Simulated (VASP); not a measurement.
Mg8H: single point with PBE

Mg8H, a slab with vacuum:

```xyz
9
Lattice="6.4201 0.0000 0.0000 0.0000 5.1379 0.0000 0.0000 0.0000 19.1645" Properties=species:S:1:pos:R:3 pbc="T T T"
Mg    0.0000    3.8534    4.0000
Mg    3.2101    3.8534    4.0000
Mg    1.6050    1.2845    4.9267
Mg    4.8151    1.2845    4.9267
Mg    1.6050    3.8534    6.8746
Mg    4.8151    3.8534    6.8746
Mg    0.0000    1.2845    7.6645
Mg    3.2101    1.2845    7.6645
H     0.0000    1.2845    9.4242
```

- Program: VASP 6.6.1
- Task: single point
- Functional: PBE
- Potentials or basis: VASP PAW PBE potentials, release 64 (Mg, H)
- Cutoff: 520 eV
- k mesh: 4 × 5 × 1
- Occupations: gaussian, width 0.1 eV
- Spin: no spin polarisation
- Dipole correction: yes
- Further INCAR settings: ALGO = Normal; EDIFF = 1e-06; NBANDS = 18

```json
{
  "Largest force": "0.269 eV/Å",
  "Band gap on the k mesh": "zero (an odd number of electrons rules out a gap without spin polarisation)"
}
```

Forces on the atoms (eV/Å):
```
Mg   0.000  0.000  0.206
Mg   0.000  0.000  0.269
Mg  -0.017  0.000 -0.040
Mg   0.017  0.000 -0.040
Mg   0.079  0.000 -0.129
Mg  -0.079  0.000 -0.129
Mg   0.000  0.000 -0.009
Mg   0.000  0.000 -0.131
H    0.000  0.000  0.004
```

Levels at points of the mesh, in eV from the Fermi level:
```csv
k point,band 6,band 7,band 8,band 9,band 10,band 11,band 12,band 13
"(0.00, 0.00, 0.00)",-0.75,-0.53,-0.50,-0.09,0.32,1.21,1.89,2.31
"(0.50, 0.00, 0.00)",-0.12,0.06,0.10,0.66,0.75,0.94,1.70,1.70
```

Run time: 6.2 min on 1 thread of Intel Xeon 8259CL (shared host), peak memory 0.59 GiB.
